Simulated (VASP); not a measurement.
Runs of VASP 6.6.1 on Mo3P5. The structure is that of space group Pm-3m (No. 221), or close to it. The cells are those of the table. The cell was generated, and may not be a known phase.

```csv
task,spin,cell,k mesh,cutoff (eV),gap on the mesh (eV),pressure (GPa),relaxed volume (Å³/atom)
single point,collinear,"a = 4.946 Å, 8 atoms",4 × 4 × 4,520,none,0.1,-
single point,off,"a = 4.808 Å, 8 atoms",4 × 4 × 4,520,none,17.3,-
relaxation of cell and atoms,off,"relaxed from a = 4.808 Å, 8 atoms",4 × 4 × 4,600,none,-0.4,15.17
relaxation of cell and atoms,off,"relaxed from a = 4.946 Å, 8 atoms",8 × 8 × 8,600,none,0.0,(a)
single point,off,"a = 4.950 Å, 8 atoms",8 × 8 × 8,520,none,0.0,-
```

Alike in all rows: level PBE; potentials or basis VASP PAW PBE potentials, release 64 (Mo_sv, P); smearing gaussian 0.1 eV.

Problem. Fill in the values left out.

Solution. (a) 15.15.

Caveats: an odd number of electrons without spin polarisation forces a metal (at least some runs); a magnetic or distorted state may lie lower (at least some runs); the cell stands under pressure (at least some runs).

A k mesh can miss the band edges, and the runs leave out spin-orbit coupling on Mo.

A gap of «none» marks levels without a gap at the run's occupations.
